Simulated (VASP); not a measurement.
SnSe2: single point with PBE+D3(BJ)

SnSe2:

```
Sn Se
1.0
     3.79200    0.00000    0.00000
    -1.89600    3.28397    0.00000
     0.00000    0.00000    4.71180
Sn Se
1 2
Direct
  0.00000 0.00000 0.00000
  0.33333 0.66667 0.26513
  0.66667 0.33333 0.73487
```

| Item | Value |
| --- | --- |
| Program | VASP 6.6.1 |
| Task | single point |
| Functional | PBE |
| Dispersion | D3(BJ) |
| Potentials or basis | VASP PAW PBE potentials, release 64 (Sn_d, Se) |
| Cutoff | 500 eV |
| k mesh | 12 × 12 × 6 |
| Occupations | gaussian, width 0.03 eV |
| Spin | no spin polarisation |

| Quantity | Value |
| --- | --- |
| Pressure | 31.8 GPa |
| Largest force | 3.375 eV/Å |
| Band gap on the k mesh | zero (band 13 reaches 9.03 eV, above the bottom of band 14 at 8.70 eV) |
| Dispersion energy per atom | -0.480 eV |

Forces on the atoms (eV/Å):
```
Sn   0.000  0.000  0.000
Se   0.000  0.000  3.375
Se   0.000  0.000 -3.375
```

Stress tensor (GPa, compression positive):
```
31.06  0.00  0.00
 0.00 31.06  0.00
 0.00  0.00 33.39
```

Levels at points of the mesh, in eV from the Fermi level:
```tsv
k point	band 10	band 11	band 12	band 13	band 14	band 15	band 16	band 17
(0.00, 0.00, 0.00)	-2.95	-2.94	-2.94	-0.31	0.40	0.65	3.67	3.67
(0.50, 0.00, 0.00)	-5.78	-4.94	-2.99	-1.16	0.08	2.95	4.23	4.31
(0.00, 0.00, 0.50)	-3.23	-3.23	-2.19	-2.19	1.31	1.47	2.18	2.18
(0.50, 0.00, 0.50)	-5.03	-3.00	-2.86	-2.66	1.76	3.44	5.63	6.73
```

Wall time 37 s on 1 thread of Intel(R) Xeon(R) 6975P-C (Granite Rapids), on a shared host, peak memory 0.25 GiB.

Caveat: spin-orbit coupling is left out, which moves the levels of the heavy elements; pairwise dispersion overbinds metals, which lowers pressure and volume; forces of over 1 eV/Å act on the atoms, so gaps and moduli don't describe the material at rest.
